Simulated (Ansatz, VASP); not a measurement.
Fe in VASP and in Ansatz

Contents of INCAR:

```
PREC = Accurate
ENCUT = 520
EDIFF = 1E-8
ISMEAR = -1
SIGMA = 0.05
LREAL = F
LASPH = T
NELM = 150
ALGO = Normal
ISIF = 2
LWAVE = F
LCHARG = F
ISPIN = 2
MAGMOM = 3
LORBIT = 11
LMAXMIX = 4
GGA = CA
LEFG = T
NBANDS = 14
```

KPOINTS

```
regular mesh
0
Gamma
  16 16 16
```

Contents of POSCAR:

```
Fe
1.0
    0.0000000000      1.9029048968      1.9651051623
    1.4684709157      0.0000000000      1.9651051623
    1.4684709157      1.9029048968      0.0000000000
Fe
1
Direct
    0.0000000000      0.0000000000      0.0000000000
```

Input for Ansatz:

```yaml
crystal:
  lattice:
    - [0.0, 1.9029048968, 1.9651051623]
    - [1.4684709157, 0.0, 1.9651051623]
    - [1.4684709157, 1.9029048968, 0.0]
  atoms:
    - { symbol: Fe, position: [0.0, 0.0, 0.0], spin: 3.0 }
magnetization:
  spin_polarized: true
kpoints:
  mp_grid: { grid: [16, 16, 16] }
scf:
  occupations: { method: fermi_dirac, width: 0.05 }
hamiltonian:
  xc: lda
  pseudopotentials: { kind: all_electron, datasets: crystal }
output:
  forces: true
  stress: true
  eigenvalues: true
  efg: { contact_densities: true }
```

Change from the starting cell: equal xx and yy strain of -2 %, crystal datasets.

Alike in both runs: task electric field gradients; functional LDA; k mesh 16 × 16 × 16; occupations fermi-dirac, width 0.05 eV; collinear spin.

```csv
,VASP,Ansatz
version,VASP 6.6.1,Ansatz 0.2.0
potentials or method,"VASP PAW LDA potentials, release 64 (Fe), cutoff 520 eV","all-electron PAW with datasets made for the crystal, scalar-relativistic"
```

VASP gave:

| Item | Value |
| --- | --- |
| pressure (GPa) | -12.4 |
| traceless stress, the component that is largest in VASP (GPa) | 5.74 |
| net moment per atom (μB) | 2.05 |
| size of the moment on the site where the two differ most (μB) | 2.02 |
| size of Vzz on the site where it differs most (V/Å²) | 8.5 |

What did Ansatz give for the same quantities?

Pressure (GPa): -11.5; traceless stress, the component that is largest in VASP (GPa): 5.77; net moment per atom (μB): 2.08; size of the moment on the site where the two differ most (μB): 2.09; size of Vzz on the site where it differs most (V/Å²): 9.1.

LDA's correlation is that of Perdew and Zunger in VASP and of Perdew and Wang (1992) in Ansatz. Site moments also hang on the region over which each program counts them. Ansatz ran all-electron here, and VASP with PAW potentials. Ansatz's warnings: printed levels off.
